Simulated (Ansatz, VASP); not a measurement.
**CdS: VASP beside Ansatz**

```
Cd S
1.0
     6.27714    0.00000    0.00000
    -3.13857    5.43616    0.00000
     0.00000    0.00000    3.70190
Cd S
3 3
Cartesian
  3.9085 0.0000 2.4679
  -1.9542 3.3848 1.2340
  1.1843 2.0513 0.0000
  2.3687 0.0000 0.6170
  -1.1843 2.0513 3.0849
  1.9542 3.3848 1.8509
```

Alike in both runs: task relaxation of cell and atoms; functional PBE; k mesh 3 × 3 × 6; occupations gaussian, width 0.1 eV; no spin polarisation.

|  | VASP | Ansatz |
| --- | --- | --- |
| version | VASP 6.6.1 | Ansatz 0.2.0 |
| potentials or method | VASP PAW PBE potentials, release 64 (Cd, S), cutoff 600 eV | scalar-relativistic, plane waves, PAW |
| valence electrons in the cell | 54 | 78 |

|  | VASP | Ansatz | Ansatz less VASP |
| --- | --- | --- | --- |
| gap on the k mesh at the Fermi level, each at its own relaxed structure (eV) | 0.96 | 0.97 | +0.008 |
| relaxed volume (Å³/atom) | 25.32 | 25.27 | -0.054 |
| relaxed length of the cell vector where the two differ most in proportion (Å) | 4.016 | 4.008 | -0.0074 |

VASP's potentials hold 54 valence electrons a cell and Ansatz's 78, so a difference there can come from the potentials and not from the codes.

Noted on VASP's run: the volume moved by over 15 % at a fixed basis, so the end points are rough.
